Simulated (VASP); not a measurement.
Here is a VASP 6.6.1 calculation.

File INCAR:

```
SYSTEM = Pd
PREC     = Accurate       ! precision mode
ENCUT    = 520            ! plane-wave cutoff, eV
EDIFF    = 1E-6           ! SCF threshold, eV
ISMEAR   = -1             ! smearing method
SIGMA    = 0.05           ! smearing width, eV
LREAL    = .False.        ! projectors in reciprocal space
LASPH    = .True.         ! aspherical terms in the spheres
NELM     = 150            ! most SCF steps
ALGO     = Normal         ! electronic algorithm
ISIF     = 2              ! what is computed and relaxed
LWAVE    = .False.        ! write WAVECAR
LCHARG   = .False.        ! write CHGCAR
ISPIN    = 2              ! spin polarisation
MAGMOM   = 0.5 -0.5       ! initial moments
LORBIT   = 11             ! projections on sites
LMAXMIX  = 4              ! l up to which the mixer works
GGA      = RE             ! functional
NBANDS   = 21             ! bands
```

The input KPOINTS:

```
Automatic mesh
0
Gamma
  11 11 11
  0 0 0
```

File POSCAR:

```
Pd
1.0
    3.1587909464      0.0000000000      0.0000000000
    0.0000000000      3.1587909464      0.0000000000
    0.0000000000      0.0000000000      3.1587909464
Pd
2
Direct
    0.0000000000      0.0000000000      0.0000000000
    0.5000000000      0.5000000000      0.5000000000
```

Potentials or basis: VASP PAW PBE potentials, release 64 (Pd).

Run with:

```sh
$ cat potpaw_PBE.64/Pd/POTCAR > POTCAR
$ mpirun -np 1 vasp_std > vasp.out
```

**Question.** Predict the net moment.

**Answer.** 0.00 μB per cell.

**Question.** Predict the pressure.

**Answer.** -0.2 GPa.

**Question.** What does it give for the band gap on the k mesh?

**Answer.** Zero (filled and empty bands overlap).

Caveat: the PAW data sets were made with another functional, which shifts forces and pressure a little.
